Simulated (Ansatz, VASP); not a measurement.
Two plane-wave programs on Mg

```
CELL_PARAMETERS angstrom
3.20927 0.00000 0.00000
-1.60464 2.77931 0.00000
0.00000 0.00000 5.21033
ATOMIC_POSITIONS crystal
Mg 0.33333 0.66667 0.25000
Mg 0.66667 0.33333 0.75000
```

Alike in both runs: task relaxation of cell and atoms; functional LDA; k mesh 11 × 11 × 6; occupations fermi-dirac, width 0.1 eV; no spin polarisation.

|  | VASP | Ansatz |
| --- | --- | --- |
| version | VASP 6.6.1 | Ansatz 0.2.0 |
| potentials or method | VASP PAW LDA potentials, release 64 (Mg_sv), cutoff 750 eV | plane waves (420 eV) with PAW, scalar-relativistic |
| valence electrons in the cell | 20 | 20 |

|  | VASP | Ansatz | Ansatz less VASP |
| --- | --- | --- | --- |
| relaxed volume (Å³/atom) | 21.38 | 21.61 | +0.229 |
| relaxed cell length with the largest relative difference (Å) | 3.121 | 3.132 | +0.0116 |

Ansatz warns that its potentials were made for another functional, while VASP's fit it. LDA's correlation is that of Perdew and Zunger in VASP and of Perdew and Wang (1992) in Ansatz.
